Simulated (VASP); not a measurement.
Here is a VASP 6.6.1 calculation.

Contents of INCAR:

```
SYSTEM = Mg
PREC = Accurate
ENCUT = 520
EDIFF = 1E-7
ISMEAR = -1
SIGMA = 0.1
LREAL = .FALSE.
LASPH = .TRUE.
NELM = 80
ALGO = Normal
ISIF = 2
LWAVE = .FALSE.
LCHARG = .FALSE.
GGA = PE
NBANDS = 12
```

KPOINTS

```
regular mesh
0
G
  13 13 4
  0 0 0
```

The input POSCAR:

```
Mg
1.0
    3.1968208798      0.0000000000      0.0000000000
   -1.5984104399      2.7685280933      0.0000000000
    0.0000000000      0.0000000000     10.3982063196
Mg
4
Direct
    0.0000000000      0.0000000000      1.0000000000
    1.0000000000      0.0000000000      0.5000000000
    0.3333333333      0.6666666667      0.2500000000
    0.6666666667      0.3333333333      0.7500000000
```

Potentials or basis: VASP PAW PBE potentials, release 64 (Mg).

The run is started by

```sh
$ cat potpaw_PBE.64/Mg/POTCAR > POTCAR
$ mpirun -np 1 vasp_std > vasp.out
```

Task: Estimate the band gap on the k mesh.

Result: Zero (bands 4 and 5 overlap by 2.43 eV).

Task: Predict the pressure.

Result: 0.0 GPa.
